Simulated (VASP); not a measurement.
A run of VASP 6.6.1:

File INCAR:

```
PREC = Accurate ; ENCUT = 520
EDIFF = 1E-7 ; ISMEAR = -1
SIGMA = 0.1 ; LREAL = False
LASPH = True ; NELM = 80
ALGO = Normal ; ISIF = 2
LWAVE = False ; LCHARG = False
GGA = PS ; NBANDS = 10
```

File KPOINTS:

```
Automatic mesh
0
Gamma
  16 16 16
```

Contents of POSCAR:

```
Co
1.0
    2.3083076110      0.0000000000      0.0000000000
    0.0000000000      2.3083076110      0.0000000000
    0.0000000000      0.0000000000      2.3083076110
Co
1
Direct
    0.0000000000      0.0000000000      0.0000000000
```

Potentials or basis: VASP PAW PBE potentials, release 64 (Co).

The run is started by

```console
$ cat potpaw_PBE.64/Co/POTCAR > POTCAR
$ mpirun -np 1 vasp_std > vasp.out
```

Hardware: 1 thread of AMD EPYC 7R13, with other jobs on the host.

Task: Estimate the wall time of this run.

Result: It took 33 s on 1 thread of AMD EPYC 7R13, on a shared host, peak memory 0.1 GiB. Counts: scf iterations 12, k points 165.
